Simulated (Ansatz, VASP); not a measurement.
**One calculation of SnO, two programs**

```
Sn O
1.0
     3.82015    0.00030    0.00000
    -0.00031    3.82015    0.00000
     0.00000    0.00000   22.22607
Sn O
4 4
Direct
  0.99995 0.99995 0.20246
  0.49995 0.49995 0.30878
  0.49995 0.49995 0.48965
  0.99995 0.99995 0.59597
  0.99995 0.49995 0.25562
  0.49995 0.99995 0.25562
  0.49994 0.99994 0.54281
  0.99994 0.49994 0.54281
```

Alike in both runs: task single point; functional PBE; dispersion D3(BJ); k mesh 7 × 7 × 1; occupations gaussian, width 0.05 eV; no spin polarisation.

|  | VASP | Ansatz |
| --- | --- | --- |
| version | VASP 6.6.1 | Ansatz 0.2.0 |
| potentials or method | VASP PAW PBE potentials, release 64 (Sn_d, O), cutoff 520 eV | scalar-relativistic, plane waves, PAW |
| valence electrons in the cell | 80 | 80 |

VASP gave:

* gap on the k mesh at the Fermi level (eV): 2.23
* least direct gap on the mesh (eV): 2.48
* rms of the force components (eV/Å): 0.032

Question: Which values does Ansatz return?

Answer: gap on the k mesh at the Fermi level (eV): 2.24; least direct gap on the mesh (eV): 2.49; rms of the force components (eV/Å): 0.050.

Ansatz's warnings: structure snapped to symmetry.
